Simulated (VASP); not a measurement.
Write the native input for VASP 6.6.1 that does the following.

```
Task                   : single point
Functional             : LDA
Potentials or basis    : VASP PAW LDA potentials, release 64 (Cd, Se)
Cutoff                 : 520 eV
k mesh                 : 6 × 6 × 6
Occupations            : gaussian, width 0.01 eV
Spin                   : no spin polarisation
Dipole correction      : no
Further INCAR settings : ALGO = Normal; EDIFF = 1e-06; NBANDS = 16
```

The structure of CdSe lies in POSCAR:

```
CdSe
1.0
    3.0340336132      3.0340336132      0.0000000000
   -3.0340336132      3.0340336132      0.0000000000
    0.0000000000      3.0340336132      2.9595455835
Cd Se
1 1
Direct
    0.0000000000      0.0000000000      0.0000000000
    0.7500000000      0.2500000000      0.5000000000
```

This cell differs from its parent crystal: film at in-plane strain +0.01.

These files were run (other wordings do the same):

INCAR

```
SYSTEM = CdSe
ALGO = Normal
EDIFF = 1E-6
ENCUT = 520
GGA = CA
ISIF = 2
ISMEAR = 0
LASPH = .True.
LCHARG = .False.
LREAL = .False.
LWAVE = .False.
NBANDS = 16
NELM = 100
PREC = Accurate
SIGMA = 0.01
```

KPOINTS

```
k-points
0
Gamma
  6 6 6
  0 0 0
```

Potentials or basis: VASP PAW LDA potentials, release 64 (Cd, Se).

The run is started by

```sh
$ cat potpaw_LDA.64/Cd/POTCAR potpaw_LDA.64/Se/POTCAR > POTCAR
$ mpirun -np 1 vasp_std > vasp.out
```

Results of the run:

- Pressure: 0.2 GPa
- Band gap on the k mesh: 0.37 eV, direct

Caveat: the cell differs from its parent crystal (film at in-plane strain +0.01).

Run time: 36 s on 1 thread of AMD EPYC 7R13 (shared host), peak memory 0.14 GiB.
